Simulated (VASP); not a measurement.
Write the native input for VASP 6.6.1 that does the following.

```
Task                   : single point
Functional             : LDA
Potentials or basis    : VASP PAW LDA potentials, release 64 (Mg, B)
Cutoff                 : 600 eV
k mesh                 : 15 × 15 × 12
Occupations            : gaussian, width 0.1 eV
Spin                   : no spin polarisation
Dipole correction      : no
Further INCAR settings : ALGO = Normal; EDIFF = 1e-06; NBANDS = 11
```

The structure of MgB2 (lda) lies in POSCAR:

```
MgB2
1.0
    2.9637094088      0.0000000000      0.0000000000
   -1.4818547044      2.5666476374      0.0000000000
    0.0000000000      0.0000000000      3.3003234928
Mg B
1 2
Direct
    0.0000000000      0.0000000000      0.0000000000
    0.3333333333      0.6666666667      0.5000000000
    0.6666666667      0.3333333333      0.5000000000
```

This cell differs from its parent crystal: volume scaled by 0.91, then relaxed in part.

One way to write it, as run:

INCAR

```
PREC = Accurate
ENCUT = 600
EDIFF = 1E-6
ISMEAR = 0
SIGMA = 0.1
LREAL = F
LASPH = T
NELM = 120
ALGO = Normal
ISIF = 2
LWAVE = F
LCHARG = T
GGA = CA
LELF = T
LVHAR = T
NBANDS = 11
GGA_COMPAT = F
```

KPOINTS

```
regular mesh
0
Gamma
  15 15 12
```

Potentials or basis: VASP PAW LDA potentials, release 64 (Mg, B).

Command:

```console
$ cat potpaw_LDA.64/Mg/POTCAR potpaw_LDA.64/B/POTCAR > POTCAR
$ mpirun -np 1 vasp_std > vasp.out
```

It gave:

```yaml
Pressure: 16.7 GPa
Band_gap_on_the_k_mesh: zero (band 4 reaches 8.37 eV, above the bottom of band 5 at 3.99 eV)
```

Run time: 34 s on 1 thread of Intel Xeon 6455B (shared host), peak memory 0.19 GiB.
